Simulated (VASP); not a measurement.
Set up this calculation in VASP 6.6.1, as the native input.

```
Task                   : single point
Functional             : PBE
Potentials or basis    : VASP PAW PBE potentials, release 64 (Ga_d, N)
Cutoff                 : 520 eV
k mesh                 : 6 × 6 × 6
Occupations            : gaussian, width 0.001 eV
Spin                   : no spin polarisation
Dipole correction      : no
Further INCAR settings : ALGO = Normal; EDIFF = 1e-07; NBANDS = 16
```

The structure of GaN lies in POSCAR:

```
GaN
1.0
    0.0000000000      2.2489526240      2.2489526240
    2.2489526240      0.0000000000      2.2489526240
    2.2489526240      2.2489526240      0.0000000000
Ga N
1 1
Direct
    0.0000000000      0.0000000000      0.0000000000
    0.7500000000      0.7500000000      0.7500000000
```

One way to write it, as run:

INCAR

```
SYSTEM = GaN
PREC = Accurate ; ENCUT = 520
EDIFF = 1E-7 ; ISMEAR = 0
SIGMA = 0.001 ; LREAL = .False.
LASPH = .True. ; NELM = 100
ALGO = Normal ; ISIF = 2
LWAVE = .False. ; LCHARG = .True.
GGA = PE ; LELF = .True.
LVHAR = .True. ; NBANDS = 16
```

KPOINTS

```
regular mesh
0
Gamma
  6 6 6
  0 0 0
```

Potentials or basis: VASP PAW PBE potentials, release 64 (Ga_d, N).

Command:

```sh
$ cat potpaw_PBE.64/Ga_d/POTCAR potpaw_PBE.64/N/POTCAR > POTCAR
$ mpirun -np 1 vasp_std > vasp.out
```

Results of the run:

```
Pressure               : 6.2 GPa
Band gap on the k mesh : 1.76 eV
```

Caveat: the cell stands under pressure.

It took 9.2 s on 1 thread of Intel Xeon 8259CL, with other jobs on the host, peak memory 0.14 GiB.
